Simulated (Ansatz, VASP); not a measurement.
One calculation of InAg3, two programs

```xyz
4
Lattice="4.1440 -0.0207 -0.0207 -0.0207 4.1440 -0.0207 -0.0207 -0.0207 4.1440" Properties=species:S:1:pos:R:3 pbc="T T T"
In    0.0000    0.0000    0.0000
Ag   -0.0207    2.0616    2.0616
Ag    2.0616   -0.0207    2.0616
Ag    2.0616    2.0616   -0.0207
```

Change from the starting cell: equal xy, yz and zx shear strains of -1 %.

Alike in both runs: task single point; functional PBEsol; k mesh 9 × 9 × 9; occupations fermi-dirac, width 0.05 eV; no spin polarisation.

|  | VASP | Ansatz |
| --- | --- | --- |
| version | VASP 6.6.1 | Ansatz 0.2.0 |
| potentials or method | VASP PAW PBE potentials, release 64 (In_d, Ag), cutoff 520 eV | all-electron LAPW, scalar-relativistic |

```csv
,VASP,Ansatz,Ansatz less VASP
pressure (GPa),-0.3,-0.3,+0.08
"traceless stress, the component that is largest in VASP (GPa)",0.20,0.20,0.000
```

VASP's potentials were made for PBE, not for PBEsol. Ansatz ran all-electron here, and VASP with PAW potentials.
